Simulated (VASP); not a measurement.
# LiAu2 (P4/mmm) in VASP: further runs, part 2 of 2

VASP 6.6.1. Earlier steps stand in the parts before.

### 3 Single point, PBE

This run uses another cell than the first one: it holds 3 atoms, not 6.

INCAR reads:

```
SYSTEM = LiAu2
ALGO = Fast
EDIFF = 1E-6
ENCUT = 520
GGA = PE
ISIF = 2
ISMEAR = 0
LASPH = .True.
LCHARG = .False.
LREAL = .False.
LWAVE = .False.
NBANDS = 20
NELM = 60
PREC = Accurate
SIGMA = 0.1
```

KPOINTS reads:

```
k-points
0
Gamma
  12 12 12
  0 0 0
```

POSCAR reads:

```
LiAu2
1.0
    3.8748455025      0.0000000000      0.0000000000
    0.0000000000      3.8748455025      0.0000000000
    0.0000000000      0.0000000000      3.9024084652
Li Au
1 2
Direct
    0.5000000000      0.5000000000      0.0000000000
    0.5000000000      0.0000000000      0.5000000000
    0.0000000000      0.5000000000      0.5000000000
```

Potentials or basis: VASP PAW PBE potentials, release 64 (Li_sv, Au).

Run with:

```sh
> cat potpaw_PBE.64/Li_sv/POTCAR potpaw_PBE.64/Au/POTCAR > POTCAR
> mpirun -np 1 vasp_std > vasp.out
```

OUTCAR:

```text
SYSTEM = LiAu2
   EDIFF = 1E-6
   ENCUT = 520
   GGA = PE
   ISIF = 2
   ISMEAR = 0
   LASPH = .True.
   LREAL = .False.
   NELM = 60
   PREC = Accurate

 ion  position               nearest neighbor table
   1  0.500  0.500  0.000-   2 2.75   3 2.75   2 2.75   3 2.75   2 2.75   2 2.75   3 2.75   3 2.75

   2  0.500  0.000  0.500-   3 2.74   3 2.74   3 2.74   3 2.74   1 2.75   1 2.75   1 2.75   1 2.75

   3  0.000  0.500  0.500-   2 2.74   2 2.74   2 2.74   2 2.74   1 2.75   1 2.75   1 2.75   1 2.75

  LATTYP: Found a simple tetragonal cell.
 ALAT       =     3.8748455025
 C/A-ratio  =     1.0071133062

  Lattice vectors:

 A1 = (   3.8748455025,   0.0000000000,   0.0000000000)
 A2 = (   0.0000000000,   3.8748455025,   0.0000000000)
 A3 = (   0.0000000000,   0.0000000000,   3.9024084652)

Analysis of symmetry for initial positions (statically):
=====================================================================
 Subroutine PRICEL returns:
 Original cell was already a primitive cell.

 Routine SETGRP: Setting up the symmetry group for a
 simple tetragonal supercell.

 Subroutine GETGRP returns: Found 16 space group operations
 (whereof 16 operations were pure point group operations)
 out of a pool of 16 trial point group operations.

The static configuration has the point symmetry D_4h.

Analysis of symmetry for dynamics (positions and initial velocities):
=====================================================================
 Subroutine PRICEL returns:
 Original cell was already a primitive cell.

 Routine SETGRP: Setting up the symmetry group for a
 simple tetragonal supercell.

 Subroutine GETGRP returns: Found 16 space group operations
 (whereof 16 operations were pure point group operations)
 out of a pool of 16 trial point group operations.

The dynamic configuration has the point symmetry D_4h.

 Subroutine INISYM returns: Found 16 space group operations
 (whereof 16 operations are pure point group operations),
 and found     1 'primitive' translations

----------------------------------------------------------------------------------------

                                     Primitive cell

  volume of cell :      58.5924

  direct lattice vectors                    reciprocal lattice vectors
     3.874845502  0.000000000  0.000000000     0.258074806  0.000000000  0.000000000
     0.000000000  3.874845502  0.000000000     0.000000000  0.258074806  0.000000000
     0.000000000  0.000000000  3.902408465     0.000000000  0.000000000  0.256252007

  length of vectors
     3.874845502  3.874845502  3.902408465     0.258074806  0.258074806  0.256252007

  position of ions in fractional coordinates (direct lattice)
     0.500000000  0.500000000  0.000000000
     0.500000000  0.000000000  0.500000000
     0.000000000  0.500000000  0.500000000

  ion indices of the primitive-cell ions
   primitive index   ion index
                 1           1
                 2           2
                 3           3

----------------------------------------------------------------------------------------

 KPOINTS: k-points

Automatic generation of k-mesh.
 Grid dimensions read from file:
 generate k-points for:   12   12   12

 Generating k-lattice:

  Cartesian coordinates                     Fractional coordinates (reciprocal lattice)
     0.021506234  0.000000000  0.000000000     0.083333333  0.000000000  0.000000000
     0.000000000  0.021506234  0.000000000     0.000000000  0.083333333  0.000000000
     0.000000000  0.000000000  0.021354334     0.000000000  0.000000000  0.083333333

  Length of vectors
     0.021506234  0.021506234  0.021354334

  Shift w.r.t. Gamma in fractional coordinates (k-lattice)
     0.000000000  0.000000000  0.000000000

 Subroutine IBZKPT returns following result:
 ===========================================

 Found    196 irreducible k-points:

 Following reciprocal coordinates:
            Coordinates               Weight
  0.000000  0.000000  0.000000      1.000000
  0.083333  0.000000  0.000000      4.000000
  0.166667  0.000000  0.000000      4.000000
  0.250000  0.000000  0.000000      4.000000
  0.333333  0.000000  0.000000      4.000000
  0.416667  0.000000  0.000000      4.000000
[... 16 lines left out ...]
  0.333333  0.333333  0.000000      4.000000
  0.416667  0.333333  0.000000      8.000000
 [... further k-points ...]
   k-points           NKPTS =    196   k-points in BZ     NKDIM =    196   number of bands    NBANDS=     20
   number of dos      NEDOS =    301   number of ions     NIONS =      3
   total plane-waves  NPLWV =  27000
   dimension x,y,z NGX =    30 NGY =   30 NGZ =   30
   dimension x,y,z NGXF=    60 NGYF=   60 NGZF=   60
   ions per type =               1   2
   NGX,Y,Z   is equivalent  to a cutoff of  12.87, 12.87, 12.78 a.u.
   NGXF,Y,Z  is equivalent  to a cutoff of  25.74, 25.74, 25.56 a.u.
 SYSTEM =  LiAu2
   PREC   = accura    normal or accurate (medium, high low for compatibility)
   ISTART =      0    job   : 0-new  1-cont  2-samecut
   ICHARG =      2    charge: 1-file 2-atom 10-const
   ISPIN  =      1    spin polarized calculation?
   LNONCOLLINEAR =      F non collinear calculations
   LSORBIT =      F    spin-orbit coupling
   LASPH  =      T    aspherical Exc in radial PAW
   ENCUT  =  520.0 eV  38.22 Ry    6.18 a.u.   7.20  7.20  7.26*2*pi/ulx,y,z
   NELM   =     60;   NELMIN=  2; NELMDL= -5     # of ELM steps
   EDIFF  = 0.1E-05   stopping-criterion for ELM
   LREAL  =      F    real-space projection
   EDIFFG = 0.1E-04   stopping-criterion for IOM
   NSW    =      0    number of steps for IOM
   IBRION =     -1    ionic relax: 0-MD 1-quasi-New 2-CG
   NFREE  =      0    steps in history (QN), initial steepest desc. (CG)
   ISIF   =      2    stress and relaxation
   ISYM   =      2    0-nonsym 1-usesym 2-fastsym
   POTIM  = 0.5000    time-step for ionic-motion
   TEBEG  =    0.0;   TEEND  =   0.0 temperature during run
   PSTRESS=    0.0 pullay stress
   NELECT =      25.0000    total number of electrons
   NUPDOWN=      -1.0000    fix difference up-down
   EMIN   =  10.00;   EMAX   =-10.00  energy-range for DOS
   EFERMI =   0.00;   METHOD = LEGACY
   ISMEAR =     0;   SIGMA  =   0.10  broadening in eV -4-tet -1-fermi 0-gaus
   EFERMI_NEDOS =   21; number of points for ismear=-14 and -15
   IALGO  =     68    algorithm
   IMIX   =      4    mixing-type and parameters
     AMIX     =   0.40;   BMIX     =  1.00
     AMIX_MAG =   1.60;   BMIX_MAG =  1.00
  volume/ion in A,a.u.               =      19.53       131.80
  Fermi-wavevector in a.u.,A,eV,Ry     =   1.232464  2.329020 20.666816  1.518968
  Thomas-Fermi vector in A             =   2.367233
   LORBIT       =      0    0 simple, 1 ext, 2 COOP (PROOUT), +10 PAW based schemes
   GGA     = PE    functional components
   LHFCALC =     F    Hartree Fock is set to
   AEXX    =    0.0000 exact exchange contribution
   IVDW    =     0    specifies the selected vdW correction
   LEPSILON=     F    determine dielectric tensor
   LRPA    =     F    only Hartree local field effects (RPA)
 non-spin polarized calculation
 RMM-DIIS sequential band-by-band and
 Gauss-broadening in eV      SIGMA  =   0.10
  energy-cutoff  :      520.00
  volume of cell :       58.59
 maximum number of plane-waves:      1604
 NGX is ok and might be reduce to    30

 number of electron      24.9999988 magnetization

 Free energy of the ion-electron system (eV)
  ---------------------------------------------------
  ext. energy  EPLUGINS =         0.00000000
  ---------------------------------------------------
  free energy    TOTEN  =        -9.22888620 eV

  energy without entropy =       -9.22480635  energy(sigma->0) =       -9.22684627

 E-fermi :   4.8849     XC(G=0): -10.1419

 val. band max:        4.8830034692   @ k =   0.2500   0.0000   0.0000
 cond. band min:       4.9105488609   @ k =   0.3333   0.0833   0.4167
 fundamental gap:      0.0275453917
 Fermi energy:         4.8848961543

 k-point     1 :       0.0000    0.0000    0.0000
  band No.  band energies     occupation
      1     -41.0178      2.00000
      2      -2.5931      2.00000
      3      -1.0681      2.00000
      4      -0.9364      2.00000
      5       0.0736      2.00000
      6       0.6430      2.00000
[... 12 lines left out ...]
     19      16.6921      0.00000
[... 513 lines left out ...]
      4       0.0282      2.00000
      5       0.5424      2.00000
      6       0.6717      2.00000
[... 12 lines left out ...]
     19      15.7424      0.00000
     20      16.5678      0.00000

 [... further k-points ...]

------------------------ aborting loop because EDIFF is reached ----------------------------------------

  FORCE on cell =-STRESS in cart. coord.  units (eV):
  Direction    XX          YY          ZZ          XY          YZ          ZX
  --------------------------------------------------------------------------------------
  -------------------------------------------------------------------------------------
  Total       -0.0583753     -0.0583753     -0.0395590      0.0000000     -0.0000000      0.0000000
  in kB       -1.5962393     -1.5962393     -1.0817189      0.0000000     -0.0000000      0.0000000
  external PRESSURE =      -1.4247325 kB  Pullay stress =       0.0000000 kB

 VOLUME and BASIS-vectors are now :
 -----------------------------------------------------------------------------
  energy-cutoff  :      520.00
  volume of cell :       58.59
      direct lattice vectors                 reciprocal lattice vectors
     3.874845502  0.000000000  0.000000000     0.258074806  0.000000000  0.000000000
     0.000000000  3.874845502  0.000000000     0.000000000  0.258074806  0.000000000
     0.000000000  0.000000000  3.902408465     0.000000000  0.000000000  0.256252007

 POSITION                                       TOTAL-FORCE (eV/Angst)
 -----------------------------------------------------------------------------------
      1.93742      1.93742      0.00000         0.000000      0.000000      0.000000
      1.93742      0.00000      1.95120         0.000000      0.000000      0.000000
      0.00000      1.93742      1.95120         0.000000      0.000000      0.000000
 -----------------------------------------------------------------------------------
    total drift:                                0.000000      0.000000     -0.000000

  FREE ENERGIE OF THE ION-ELECTRON SYSTEM (eV)
  ---------------------------------------------------
  free  energy   TOTEN  =        -9.2288861952 eV

  energy  without entropy=       -9.2248063543  energy(sigma->0) =       -9.22684627
```

OSZICAR:

```text
N       E                     dE             d eps       ncg     rms          rms(c)
DAV:   1     0.140630022876E+03    0.14063E+03   -0.12026E+04  7848   0.120E+03
DAV:   2    -0.327512854547E+01   -0.14391E+03   -0.13711E+03  8528   0.264E+02
DAV:   3    -0.998400416441E+01   -0.67089E+01   -0.66225E+01 13608   0.440E+01
DAV:   4    -0.101174476243E+02   -0.13344E+00   -0.13173E+00  9576   0.599E+00
DAV:   5    -0.101202959825E+02   -0.28484E-02   -0.28476E-02 10052   0.825E-01    0.792E+00
RMM:   6    -0.925552206311E+01    0.86477E+00   -0.21791E+00  8203   0.943E+00    0.499E+00
RMM:   7    -0.923751243099E+01    0.18010E-01   -0.79728E-02  9841   0.184E+00    0.293E+00
RMM:   8    -0.922835113862E+01    0.91613E-02   -0.12851E-02 10300   0.813E-01    0.126E-01
RMM:   9    -0.922863332764E+01   -0.28219E-03   -0.35266E-03 11126   0.390E-01    0.117E-01
RMM:  10    -0.922877955330E+01   -0.14623E-03   -0.10491E-03 11576   0.190E-01    0.551E-02
RMM:  11    -0.922884233156E+01   -0.62778E-04   -0.46212E-04 11878   0.110E-01    0.226E-02
RMM:  12    -0.922886811657E+01   -0.25785E-04   -0.19003E-04 11765   0.698E-02    0.860E-03
RMM:  13    -0.922887851290E+01   -0.10396E-04   -0.77663E-05 11134   0.419E-02    0.437E-03
RMM:  14    -0.922888339469E+01   -0.48818E-05   -0.31743E-05  9939   0.262E-02    0.428E-03
RMM:  15    -0.922888558780E+01   -0.21931E-05   -0.12664E-05  9347   0.176E-02    0.671E-03
RMM:  16    -0.922888619524E+01   -0.60744E-06   -0.52368E-06  8526   0.120E-02
   1 F= -.92288862E+01 E0= -.92268463E+01  d E =-.407984E-02
```

stdout:

```text
POSCAR found type information on POSCAR LiAu
 POSCAR found :  2 types and       3 ions
 scaLAPACK will be used
 LDA part: xc-table for (Slater+PW92), standard interpolation
 POSCAR, INCAR and KPOINTS ok, starting setup
 FFT: planning ... GRIDC
 FFT: planning ... GRID_SOFT
 FFT: planning ... GRID
 WAVECAR not read
 entering main loop
WARNING in EDDRMM: call to ZHEGV failed, returncode =   8  4     20
```

Wall time 5.4 min (1 thread of Oxide Virtual Turin-like, shared host); peak memory 0.29 GiB.

What came out:

| Quantity | Value |
| --- | --- |
| Free energy | -9.2289 eV |
| Band gap on the k mesh | zero (an odd number of electrons rules out a gap without spin polarisation) |

Caveat: the cutoff is under 1.25 times the usual one of these potentials, so pressure, stress and relaxed cells hold a basis-set (Pulay) error; spin-orbit coupling is left out, which moves the levels of the heavy elements.

### 4 Single point, PBE

This run uses another cell than the first one: it holds 3 atoms, not 6.

INCAR reads:

```
ALGO = Fast
EDIFF = 1E-6
ENCUT = 520
GGA = PE
ISIF = 2
ISMEAR = 0
LASPH = T
LCHARG = F
LREAL = F
LWAVE = F
NBANDS = 20
NELM = 60
PREC = Accurate
SIGMA = 0.1
```

KPOINTS reads:

```
k-points
0
Gamma
  12 12 16
```

POSCAR is that of step 3.

Run with:

```sh
> cat potpaw_PBE.64/Li_sv/POTCAR potpaw_PBE.64/Au/POTCAR > POTCAR
> mpirun -np 1 vasp_std > vasp.out
```

Run time: 7.5 min. Hardware: 1 thread of Oxide Virtual Turin-like, shared host; peak memory 0.33 GiB.

It converged, with:

```
Free energy            : -9.2290 eV
Band gap on the k mesh : zero (an odd number of electrons rules out a gap without spin polarisation)
```

Levels at points of the mesh, in eV from the Fermi level:
```csv
k point,band 9,band 10,band 11,band 12,band 13,band 14,band 15,band 16,band 17,band 18
"(0.00, 0.00, 0.00)",-2.57,-2.57,-1.83,-0.67,2.95,3.30,3.30,6.03,8.83,11.25
"(0.50, 0.00, 0.00)",-3.60,-3.58,-3.31,-3.17,-2.79,6.56,6.59,8.27,9.04,9.15
"(0.50, 0.50, 0.00)",-3.24,-2.47,-2.28,-0.49,0.13,1.44,1.44,8.53,8.53,10.41
"(0.00, 0.00, 0.50)",-2.67,-2.54,-1.82,-1.51,-0.67,5.47,5.47,7.07,7.94,9.09
"(0.50, 0.00, 0.50)",-3.50,-3.32,-3.25,-2.00,-1.93,1.51,2.33,9.56,10.13,10.58
"(0.50, 0.50, 0.50)",-2.73,-2.55,-2.34,-0.26,1.49,1.64,1.64,2.70,2.70,7.62
```

Caveat: the cutoff is under 1.25 times the usual one of these potentials, so pressure, stress and relaxed cells hold a basis-set (Pulay) error; spin-orbit coupling is left out, which moves the levels of the heavy elements.

### 5 The runs side by side

| cell | k mesh | gap on the mesh (eV) |
| --- | --- | --- |
| a = 4.328, b = 4.328, c = 5.673 Å, 6 atoms, atomic positions A | 4 × 4 × 4 | none |
| a = 3.875, b = 3.875, c = 3.902 Å, 3 atoms, atomic positions B | 12 × 12 × 12 | none |
| a = 3.875, b = 3.875, c = 3.902 Å, 3 atoms, atomic positions B | 12 × 12 × 16 | none |

Alike in all rows: task single point; level PBE; potentials or basis VASP PAW PBE potentials, release 64 (Li_sv, Au); no spin polarisation; cutoff (eV) 520; smearing gaussian 0.1 eV.

Caveats: some runs use coarse meshes; the cutoff is under 1.25 times the usual one of these potentials, so pressure, stress and relaxed cells hold a basis-set (Pulay) error; spin-orbit coupling is left out, which moves the levels of the heavy elements.

Total energies depend on the potentials used, so only differences within one code and one set of settings carry meaning.

The gap in the log of VASP goes by the Fermi energy; the results here count the filled bands.